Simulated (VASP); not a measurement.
Lu3Au, 8 atoms in the cell. The structure is cubic, space group Pm-3n (No. 223). Conventional cell: a = 5.830 Å, b = 5.830 Å, c = 5.830 Å, α = 90.00°, β = 90.00°, γ = 90.00°. Lu (site symmetry -4m2) has 10 Lu at 2.91 to 3.57 Å and 4 Au at 3.26 Å within 3.8 Å. Au (site symmetry m-3) has 12 Lu at 3.26 Å within 4.3 Å. The cell was built from a structure type or drawn by symmetry, and may not be a known phase.

```yaml
Program: VASP 6.6.1
Task: single point
Functional: PBE
Potentials_or_basis: VASP PAW PBE potentials, release 64 (Lu, Au)
Cutoff: 520 eV
k_mesh: 6 × 6 × 6
Occupations: gaussian, width 0.1 eV
Spin: no spin polarisation
Dipole_correction: no
Further_INCAR_settings: ALGO = Fast; EDIFF = 1e-06; NBANDS = 96
```

Potentials or basis: VASP PAW PBE potentials, release 64 (Lu, Au).

Command:

```console
$ cat potpaw_PBE.64/Lu/POTCAR potpaw_PBE.64/Au/POTCAR > POTCAR
$ mpirun -np 1 vasp_std > vasp.out
```

Hardware: 1 thread of Intel(R) Xeon(R) Platinum 8259CL CPU @ 2.50GHz (Skylake/Cascade Lake), on a shared host.

Estimate the wall time of this run.

Run time: 46 min on 1 thread of Intel(R) Xeon(R) Platinum 8259CL CPU @ 2.50GHz (Skylake/Cascade Lake), on a shared host, peak memory 0.51 GiB. Counts: scf iterations 67, k points 20.
